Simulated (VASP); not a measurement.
# MgS (P6_3/mmc) in VASP: notebook

MgS is run at these levels: PBE, LDA, PBEsol; tasks: single point.

Everything below comes from runs of VASP 6.6.1. Logs are shortened: lines on timing, memory, paths and dates and some standing lists are left out, and cuts for length are marked.

### Step 1. The cell of the first run

The structure is hexagonal, space group P6_3/mmc (No. 194). Conventional cell: a = 3.645 Å, b = 3.645 Å, c = 6.147 Å, α = 90.00°, β = 90.00°, γ = 120.00°. Within 3.4 Å of Mg (site symmetry -3m) lie 6 S at 2.61 Å and 2 Mg at 3.07 Å. S (site symmetry -6m2) has 6 Mg at 2.61 Å within 3.4 Å.

### Step 2. Single point, PBE

Input file INCAR:

```
PREC     = Accurate       # precision mode
ENCUT    = 520            # plane-wave cutoff, eV
EDIFF    = 1E-6           # SCF threshold, eV
ISMEAR   = 0              # smearing method
SIGMA    = 0.01           # smearing width, eV
LREAL    = F              # projectors in reciprocal space
LASPH    = T              # aspherical terms in the spheres
NELM     = 60             # most SCF steps
ALGO     = Normal         # electronic algorithm
ISIF     = 2              # what is computed and relaxed
LWAVE    = F              # write WAVECAR
LCHARG   = T              # write CHGCAR
GGA      = PE             # functional
LELF     = T              # ELF
LVHAR    = T            
NBANDS   = 16             # bands
```

Input file KPOINTS:

```
Automatic mesh
0
Gamma
  6 6 2
```

Input file POSCAR:

```
MgS
1.0
    3.6454348062      0.0000000000      0.0000000000
   -1.8227174031      3.1570391500      0.0000000000
    0.0000000000      0.0000000000      6.1473560910
Mg S
2 2
Direct
    0.0000000000      0.0000000000      0.0000000000
    0.0000000000      0.0000000000      0.5000000000
    0.3333333333      0.6666666667      0.2500000000
    0.6666666667      0.3333333333      0.7500000000
```

Potentials or basis: VASP PAW PBE potentials, release 64 (Mg, S).

Command:

```bash
$ cat potpaw_PBE.64/Mg/POTCAR potpaw_PBE.64/S/POTCAR > POTCAR
$ mpirun -np 1 vasp_std > vasp.out
```

OUTCAR:

```text
PREC = Accurate
   ENCUT = 520
   EDIFF = 1E-6
   ISMEAR = 0
   LREAL = F
   LASPH = T
   NELM = 60
   ISIF = 2
   GGA = PE

 ion  position               nearest neighbor table
   1  0.000  0.000  0.000-   3 2.61   4 2.61   3 2.61   4 2.61   4 2.61   3 2.61   2 3.07   2 3.07

   2  0.000  0.000  0.500-   3 2.61   4 2.61   3 2.61   4 2.61   4 2.61   3 2.61   1 3.07   1 3.07

   3  0.333  0.667  0.250-   1 2.61   2 2.61   1 2.61   2 2.61   1 2.61   2 2.61
   4  0.667  0.333  0.750-   1 2.61   2 2.61   1 2.61   2 2.61   1 2.61   2 2.61

  LATTYP: Found a hexagonal cell.
 ALAT       =     3.6454348062
 C/A-ratio  =     1.6863162881

  Lattice vectors:

 A1 = (   3.6454348062,   0.0000000000,   0.0000000000)
 A2 = (  -1.8227174031,   3.1570391500,   0.0000000000)
 A3 = (   0.0000000000,   0.0000000000,   6.1473560910)

Analysis of symmetry for initial positions (statically):
=====================================================================
 Subroutine PRICEL returns:
 Original cell was already a primitive cell.

 Routine SETGRP: Setting up the symmetry group for a
 hexagonal supercell.

 Subroutine GETGRP returns: Found 24 space group operations
 (whereof 12 operations were pure point group operations)
 out of a pool of 24 trial point group operations.

The static configuration has the point symmetry D_3d.
 The point group associated with its full space group is D_6h.

Analysis of symmetry for dynamics (positions and initial velocities):
=====================================================================
 Subroutine PRICEL returns:
 Original cell was already a primitive cell.

 Routine SETGRP: Setting up the symmetry group for a
 hexagonal supercell.

 Subroutine GETGRP returns: Found 24 space group operations
 (whereof 12 operations were pure point group operations)
 out of a pool of 24 trial point group operations.

The dynamic configuration has the point symmetry D_3d.
 The point group associated with its full space group is D_6h.

 Subroutine INISYM returns: Found 24 space group operations
 (whereof 12 operations are pure point group operations),
 and found     1 'primitive' translations

----------------------------------------------------------------------------------------

                                     Primitive cell

  volume of cell :      70.7486

  direct lattice vectors                    reciprocal lattice vectors
     3.645434806  0.000000000  0.000000000     0.274315700  0.158376243  0.000000000
    -1.822717403  3.157039150  0.000000000     0.000000000  0.316752486  0.000000000
     0.000000000  0.000000000  6.147356091     0.000000000  0.000000000  0.162671559

  length of vectors
     3.645434806  3.645434806  6.147356091     0.316752486  0.316752486  0.162671559

  position of ions in fractional coordinates (direct lattice)
     0.000000000  0.000000000  0.000000000
     0.000000000  0.000000000  0.500000000
     0.333333333  0.666666667  0.250000000
     0.666666667  0.333333333  0.750000000

  ion indices of the primitive-cell ions
   primitive index   ion index
                 1           1
                 2           2
                 3           3
                 4           4

----------------------------------------------------------------------------------------

 KPOINTS: Automatic mesh

Automatic generation of k-mesh.
 Grid dimensions read from file:
 generate k-points for:    6    6    2

 Generating k-lattice:

  Cartesian coordinates                     Fractional coordinates (reciprocal lattice)
     0.045719283  0.026396041  0.000000000     0.166666667 -0.000000000  0.000000000
     0.000000000  0.052792081  0.000000000     0.000000000  0.166666667  0.000000000
     0.000000000  0.000000000  0.081335780     0.000000000  0.000000000  0.500000000

  Length of vectors
     0.052792081  0.052792081  0.081335780

  Shift w.r.t. Gamma in fractional coordinates (k-lattice)
     0.000000000  0.000000000  0.000000000

 Subroutine IBZKPT returns following result:
 ===========================================

 Found     14 irreducible k-points:

 Following reciprocal coordinates:
            Coordinates               Weight
  0.000000  0.000000  0.000000      1.000000
  0.166667  0.000000  0.000000      6.000000
  0.333333  0.000000  0.000000      6.000000
  0.500000  0.000000  0.000000      3.000000
  0.166667  0.166667  0.000000      6.000000
  0.333333  0.166667  0.000000     12.000000
  0.333333  0.333333  0.000000      2.000000
  0.000000  0.000000  0.500000      1.000000
  0.166667  0.000000  0.500000      6.000000
  0.333333  0.000000  0.500000      6.000000
  0.500000  0.000000  0.500000      3.000000
  0.166667  0.166667  0.500000      6.000000
  0.333333  0.166667  0.500000     12.000000
  0.333333  0.333333  0.500000      2.000000
   k-points           NKPTS =     14   k-points in BZ     NKDIM =     14   number of bands    NBANDS=     16
   number of dos      NEDOS =    301   number of ions     NIONS =      4
   total plane-waves  NPLWV =  37632
   dimension x,y,z NGX =    28 NGY =   28 NGZ =   48
   dimension x,y,z NGXF=    56 NGYF=   56 NGZF=   96
   ions per type =               2   2
   NGX,Y,Z   is equivalent  to a cutoff of  12.77, 12.77, 12.98 a.u.
   NGXF,Y,Z  is equivalent  to a cutoff of  25.54, 25.54, 25.96 a.u.
 SYSTEM =  unknown system
   PREC   = accura    normal or accurate (medium, high low for compatibility)
   ISTART =      0    job   : 0-new  1-cont  2-samecut
   ICHARG =      2    charge: 1-file 2-atom 10-const
   ISPIN  =      1    spin polarized calculation?
   LNONCOLLINEAR =      F non collinear calculations
   LSORBIT =      F    spin-orbit coupling
   LASPH  =      T    aspherical Exc in radial PAW
   ENCUT  =  520.0 eV  38.22 Ry    6.18 a.u.   6.78  6.78 11.43*2*pi/ulx,y,z
   NELM   =     60;   NELMIN=  2; NELMDL= -5     # of ELM steps
   EDIFF  = 0.1E-05   stopping-criterion for ELM
   LREAL  =      F    real-space projection
   EDIFFG = 0.1E-04   stopping-criterion for IOM
   NSW    =      0    number of steps for IOM
   IBRION =     -1    ionic relax: 0-MD 1-quasi-New 2-CG
   NFREE  =      0    steps in history (QN), initial steepest desc. (CG)
   ISIF   =      2    stress and relaxation
   ISYM   =      2    0-nonsym 1-usesym 2-fastsym
   POTIM  = 0.5000    time-step for ionic-motion
   TEBEG  =    0.0;   TEEND  =   0.0 temperature during run
   PSTRESS=    0.0 pullay stress
   NELECT =      16.0000    total number of electrons
   NUPDOWN=      -1.0000    fix difference up-down
   EMIN   =  10.00;   EMAX   =-10.00  energy-range for DOS
   EFERMI =   0.00;   METHOD = LEGACY
   ISMEAR =     0;   SIGMA  =   0.01  broadening in eV -4-tet -1-fermi 0-gaus
   EFERMI_NEDOS =   21; number of points for ismear=-14 and -15
   IALGO  =     38    algorithm
   IMIX   =      4    mixing-type and parameters
     AMIX     =   0.40;   BMIX     =  1.00
     AMIX_MAG =   1.60;   BMIX_MAG =  1.00
  volume/ion in A,a.u.               =      17.69       119.36
  Fermi-wavevector in a.u.,A,eV,Ry     =   0.997414  1.884840 13.535556  0.994835
  Thomas-Fermi vector in A             =   2.129569
   LORBIT       =      0    0 simple, 1 ext, 2 COOP (PROOUT), +10 PAW based schemes
   GGA     = PE    functional components
   LHFCALC =     F    Hartree Fock is set to
   AEXX    =    0.0000 exact exchange contribution
   IVDW    =     0    specifies the selected vdW correction
   LEPSILON=     F    determine dielectric tensor
   LRPA    =     F    only Hartree local field effects (RPA)
 non-spin polarized calculation
 Gauss-broadening in eV      SIGMA  =   0.01
  energy-cutoff  :      520.00
  volume of cell :       70.75
 maximum number of plane-waves:      1922
 NGX is ok and might be reduce to    28
   NGX = 13   NGY = 13   NGZ = 23

 number of electron      15.9999999 magnetization

 Free energy of the ion-electron system (eV)
  ---------------------------------------------------
  ext. energy  EPLUGINS =         0.00000000
  ---------------------------------------------------
  free energy    TOTEN  =       -16.89630852 eV

  energy without entropy =      -16.89630852  energy(sigma->0) =      -16.89630852

 E-fermi :   3.8014     XC(G=0):  -9.6535

 val. band max:        3.7093117342   @ k =   0.0000   0.0000   0.0000
 cond. band min:       7.1135575377   @ k =   0.3333   0.3333   0.0000
 fundamental gap:      3.4042458034
 Fermi energy:         3.8014142963

 k-point     1 :       0.0000    0.0000    0.0000
  band No.  band energies     occupation
      1      -8.9846      2.00000
      2      -7.7823      2.00000
      3      -1.2326      2.00000
      4       3.2270      2.00000
      5       3.2270      2.00000
      6       3.4707      2.00000
[... 8 lines left out ...]
     15      12.2797      0.00000
     16      13.0433      0.00000

 k-point     2 :       0.1667    0.0000    0.0000
  band No.  band energies     occupation
      1      -8.7435      2.00000
      2      -7.6442      2.00000
      3      -0.9090      2.00000
      4       1.8920      2.00000
      5       2.4404      2.00000
      6       2.8659      2.00000
[... 8 lines left out ...]
     15      12.3826      0.00000
     16      12.5165      0.00000

 k-point     3 :       0.3333    0.0000    0.0000
  band No.  band energies     occupation
      1      -8.1366      2.00000
      2      -7.3821      2.00000
      3      -0.0276      2.00000
      4      -0.0163      2.00000
      5       0.8045      2.00000
      6       2.3397      2.00000
[... 8 lines left out ...]
     15      12.7741      0.00000
     16      14.6694      0.00000

 k-point     4 :       0.5000    0.0000    0.0000
  band No.  band energies     occupation
      1      -7.6652      2.00000
      2      -7.3442      2.00000
      3      -0.8417      2.00000
      4       0.1070      2.00000
      5       0.8562      2.00000
      6       2.0092      2.00000
[... 8 lines left out ...]
     15      12.9280      0.00000
     16      15.4667      0.00000

 k-point     5 :       0.1667    0.1667    0.0000
  band No.  band energies     occupation
      1      -8.3155      2.00000
      2      -7.4384      2.00000
      3      -0.2971      2.00000
      4       0.7637      2.00000
      5       0.9818      2.00000
      6       2.4418      2.00000
[... 8 lines left out ...]
     15      12.9641      0.00000
     16      13.3676      0.00000

 k-point     6 :       0.3333    0.1667    0.0000
  band No.  band energies     occupation
      1      -7.7180      2.00000
      2      -7.2977      2.00000
      3      -0.5148      2.00000
      4       0.3884      2.00000
      5       0.7238      2.00000
      6       1.5292      2.00000
[... 8 lines left out ...]
     15      12.6741      0.00000
     16      15.1942      0.00000
[... 77 lines left out ...]
 k-point    11 :       0.5000    0.0000    0.5000
  band No.  band energies     occupation
      1      -7.4997      2.00000
      2      -7.4997      2.00000
      3      -0.8151      2.00000
      4      -0.8151      2.00000
      5       2.1949      2.00000
      6       2.1949      2.00000
[... 8 lines left out ...]
     15      13.7849      0.00000
     16      13.7849      0.00000

 k-point    12 :       0.1667    0.1667    0.5000
  band No.  band energies     occupation
      1      -7.9167      2.00000
      2      -7.9167      2.00000
      3       0.2877      2.00000
      4       0.2877      2.00000
      5       1.8948      2.00000
      6       1.8948      2.00000
[... 8 lines left out ...]
     15      12.4123      0.00000
     16      12.4123      0.00000

 k-point    13 :       0.3333    0.1667    0.5000
  band No.  band energies     occupation
      1      -7.5089      2.00000
      2      -7.5089      2.00000
      3      -0.4479      2.00000
      4      -0.4479      2.00000
      5       1.3629      2.00000
      6       1.3629      2.00000
[... 8 lines left out ...]
     15      13.6800      0.00000
     16      13.6800      0.00000

 k-point    14 :       0.3333    0.3333    0.5000
  band No.  band energies     occupation
      1      -7.3622      2.00000
      2      -7.3622      2.00000
      3       0.0738      2.00000
      4       0.0738      2.00000
      5       0.1081      2.00000
      6       0.1081      2.00000
[... 8 lines left out ...]
     15      13.1642      0.00000
     16      13.1642      0.00000

------------------------ aborting loop because EDIFF is reached ----------------------------------------

  FORCE on cell =-STRESS in cart. coord.  units (eV):
  Direction    XX          YY          ZZ          XY          YZ          ZX
  --------------------------------------------------------------------------------------
  -------------------------------------------------------------------------------------
  Total        0.4317178      0.4317178      0.3940199      0.0000000      0.0000000      0.0000000
  in kB        9.7767123      9.7767123      8.9230025      0.0000000      0.0000000      0.0000000
  external PRESSURE =       9.4921424 kB  Pullay stress =       0.0000000 kB

 VOLUME and BASIS-vectors are now :
 -----------------------------------------------------------------------------
  energy-cutoff  :      520.00
  volume of cell :       70.75
      direct lattice vectors                 reciprocal lattice vectors
     3.645434806  0.000000000  0.000000000     0.274315700  0.158376243  0.000000000
    -1.822717403  3.157039150  0.000000000     0.000000000  0.316752486  0.000000000
     0.000000000  0.000000000  6.147356091     0.000000000  0.000000000  0.162671559

 POSITION                                       TOTAL-FORCE (eV/Angst)
 -----------------------------------------------------------------------------------
      0.00000      0.00000      0.00000         0.000000      0.000000      0.000000
      0.00000      0.00000      3.07368         0.000000      0.000000      0.000000
     -0.00000      2.10469      1.53684        -0.000000     -0.000000     -0.000000
      1.82272      1.05235      4.61052         0.000000      0.000000      0.000000
 -----------------------------------------------------------------------------------
    total drift:                                0.000000     -0.000000     -0.000000

  FREE ENERGIE OF THE ION-ELECTRON SYSTEM (eV)
  ---------------------------------------------------
  free  energy   TOTEN  =       -16.8963085205 eV

  energy  without entropy=      -16.8963085205  energy(sigma->0) =      -16.89630852
```

Wall time 7.3 s (1 thread of Intel Xeon 6975P-C (Granite Rapids), shared host); peak memory 0.18 GiB.

What came out:

```yaml
Free_energy: -16.8963 eV
Pressure: 0.9 GPa
Band_gap_on_the_k_mesh: 3.40 eV, indirect (least direct gap 3.53 eV)
```

Levels at points of the mesh, in eV from the valence-band top:
```csv
k point,band 5,band 6,band 7,band 8,band 9,band 10,band 11,band 12
"(0.00, 0.00, 0.00)",-0.48,-0.24,0.00,0.00,3.53,4.65,6.81,7.83
"(0.50, 0.00, 0.00)",-2.85,-1.70,-1.58,-0.61,4.05,4.40,4.93,6.95
"(0.00, 0.00, 0.50)",-0.25,-0.25,-0.25,-0.25,4.81,4.81,7.57,7.57
"(0.50, 0.00, 0.50)",-1.51,-1.51,-1.15,-1.15,4.00,4.00,5.30,5.30
```

Caveat: the k points lie up to 0.51 Å⁻¹ apart. A k mesh can miss the band edges.

### Step 3. Single point, LDA

This run uses another cell than the first one, of 16.95 Å³/atom, 0.958 times its volume.

Input file INCAR:

```
  ALGO = Normal
  EDIFF = 1E-7
  ENCUT = 520
  GGA = CA
  ISIF = 2
  ISMEAR = -1
  LASPH = T
  LCHARG = F
  LREAL = F
  LWAVE = F
  NBANDS = 16
  NELM = 60
  PREC = Accurate
  SIGMA = 0.02
```

Input file KPOINTS:

```
k-points
0
Gamma
  12 12 4
```

Input file POSCAR:

```
MgS
1.0
    3.5932360558      0.0000000000      0.0000000000
   -1.7966180279      3.1118337061      0.0000000000
    0.0000000000      0.0000000000      6.0619416625
Mg S
2 2
Direct
    0.0000000000      0.0000000000      0.0000000000
    0.0000000000      0.0000000000      0.5000000000
    0.3333333333      0.6666666667      0.2500000000
    0.6666666667      0.3333333333      0.7500000000
```

Potentials or basis: VASP PAW LDA potentials, release 64 (Mg, S).

Command:

```bash
$ cat potpaw_LDA.64/Mg/POTCAR potpaw_LDA.64/S/POTCAR > POTCAR
$ mpirun -np 1 vasp_std > vasp.out
```

Run time: 21 s. Hardware: 1 thread of Intel Xeon 6975P-C (Granite Rapids), shared host; peak memory 0.19 GiB.

The run converged. Its results:

| Quantity | Value |
| --- | --- |
| Free energy | -19.0770 eV |
| Pressure | -0.6 GPa |
| Band gap on the k mesh | 3.26 eV, indirect (least direct gap 3.66 eV) |

Levels at points of the mesh, in eV from the valence-band top:
```
           k point  band 5  band 6  band 7  band 8  band 9  band 10  band 11  band 12
(0.00, 0.00, 0.00)   -0.53   -0.25    0.00    0.00    3.66     4.57     6.65     7.74
(0.50, 0.00, 0.00)   -3.06   -1.85   -1.70   -0.67    3.83     4.34     4.84     6.83
(0.00, 0.00, 0.50)   -0.27   -0.27   -0.27   -0.27    4.82     4.82     7.45     7.45
(0.50, 0.00, 0.50)   -1.63   -1.63   -1.25   -1.25    3.90     3.90     5.09     5.09
```

A k mesh can miss the band edges. Expect the measured gap to be larger: semilocal functionals such as LDA lack the derivative discontinuity.

### Step 4. Single point, PBEsol

This run uses another cell than the first one, of 17.48 Å³/atom, 0.989 times its volume.

Input file INCAR:

```
ALGO     = Normal         # electronic algorithm
EDIFF    = 1E-7           # SCF threshold, eV
ENCUT    = 520            # plane-wave cutoff, eV
GGA      = PS             # functional
ISIF     = 2              # what is computed and relaxed
ISMEAR   = -1             # smearing method
LASPH    = True           # aspherical terms in the spheres
LCHARG   = False          # write CHGCAR
LREAL    = False          # projectors in reciprocal space
LWAVE    = False          # write WAVECAR
NBANDS   = 16             # bands
NELM     = 60             # most SCF steps
PREC     = Accurate       # precision mode
SIGMA    = 0.02           # smearing width, eV
```

KPOINTS is that of step 3.

Input file POSCAR:

```
MgS
1.0
    3.6294921027      0.0000000000      0.0000000000
   -1.8147460514      3.1432323638      0.0000000000
    0.0000000000      0.0000000000      6.1305181165
Mg S
2 2
Direct
    0.0000000000      0.0000000000      0.0000000000
    0.0000000000      0.0000000000      0.5000000000
    0.3333333333      0.6666666667      0.2500000000
    0.6666666667      0.3333333333      0.7500000000
```

Potentials or basis: VASP PAW PBE potentials, release 64 (Mg, S).

Command:

```bash
$ cat potpaw_PBE.64/Mg/POTCAR potpaw_PBE.64/S/POTCAR > POTCAR
$ mpirun -np 1 vasp_std > vasp.out
```

Run time: 24 s. Hardware: 1 thread of Intel Xeon 6975P-C (Granite Rapids), shared host; peak memory 0.21 GiB.

The run converged. Its results:

```
Free energy            : -18.0390 eV
Pressure               : -0.2 GPa
Band gap on the k mesh : 3.35 eV, indirect (least direct gap 3.51 eV)
```

Levels at points of the mesh, in eV from the valence-band top:
```
           k point  band 5  band 6  band 7  band 8  band 9  band 10  band 11  band 12
(0.00, 0.00, 0.00)   -0.50   -0.26    0.00    0.00    3.51     4.54     6.68     7.76
(0.50, 0.00, 0.00)   -2.95   -1.77   -1.63   -0.64    3.91     4.36     4.82     6.88
(0.00, 0.00, 0.50)   -0.25   -0.25   -0.25   -0.25    4.75     4.75     7.50     7.50
(0.50, 0.00, 0.50)   -1.57   -1.57   -1.19   -1.19    3.92     3.92     5.15     5.15
```

Caveat: the PAW data sets were made with another functional, which shifts forces and pressure a little. As with any semilocal functional, this PBEsol gap is likely too small.

(Part 1 of 2 ends here.)
